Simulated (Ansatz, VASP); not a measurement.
## Two plane-wave programs on Be2C

The input INCAR:

```
PREC     = Accurate       # precision mode
ENCUT    = 600            # plane-wave cutoff, eV
EDIFF    = 1E-6           # SCF threshold, eV
ISMEAR   = 0              # smearing method
SIGMA    = 0.01           # smearing width, eV
LREAL    = F              # projectors in reciprocal space
LASPH    = T              # aspherical terms in the spheres
NELM     = 120            # most SCF steps
ALGO     = Normal         # electronic algorithm
ISIF     = 2              # what is computed and relaxed
LWAVE    = F              # write WAVECAR
LCHARG   = T              # write CHGCAR
GGA      = PE             # functional
LELF     = T              # ELF
LVHAR    = T            
NBANDS   = 11             # bands
GGA_COMPAT= F
```

File KPOINTS:

```
regular mesh
0
Gamma
  10 10 10
```

Contents of POSCAR:

```
Be2C
1.0
    0.0000000000      2.1604856485      2.1604856485
    2.1604856485      0.0000000000      2.1604856485
    2.1604856485      2.1604856485      0.0000000000
Be C
2 1
Direct
    0.7500000000      0.7500000000      0.7500000000
    0.2500000000      0.2500000000      0.2500000000
    0.0000000000      0.0000000000      0.0000000000
```

Input for Ansatz:

```yaml
crystal:
  lattice:
    - [0.0, 2.1604856485, 2.1604856485]
    - [2.1604856485, 0.0, 2.1604856485]
    - [2.1604856485, 2.1604856485, 0.0]
  atoms:
    - { symbol: Be, position: [0.75, 0.75, 0.75] }
    - { symbol: Be, position: [0.25, 0.25, 0.25] }
    - { symbol: C, position: [0.0, 0.0, 0.0] }
kpoints:
  mp_grid: { grid: [10, 10, 10] }
  band_path:
    path:
      - [0.0, 0.0, 0.0]
      - [0.5, 0.0, 0.5]
      - [0.625, 0.25, 0.625]
      - [0.375, 0.375, 0.75]
      - [0.5, 0.5, 0.5]
      - [0.5, 0.25, 0.75]
      - [0.0, 0.5, 0.5]
    npoints: 1
hamiltonian:
  xc: pbe
scf:
  occupations: { method: fixed }
  n_extra_bands: 4
output:
  forces: true
  stress: true
  eigenvalues: true
```

Alike in both runs: task single point; functional PBE; k mesh 10 × 10 × 10; no spin polarisation.

|  | VASP | Ansatz |
| --- | --- | --- |
| version | VASP 6.6.1 | Ansatz 0.2.0 |
| potentials or method | VASP PAW PBE potentials, release 64 (Be, C) | plane waves, PAW |
| plane-wave cutoff (eV) | 600 | 420 |
| occupations | gaussian, width 0.01 eV | fixed |
| valence electrons in the cell | 8 | 8 |

Ansatz gave:

- gap on the k mesh at the Fermi level (eV): 1.17
- pressure (GPa): 1.1

Task: What did VASP give for the same quantities?

Result: gap on the k mesh at the Fermi level (eV): 1.16; pressure (GPa): 1.3.
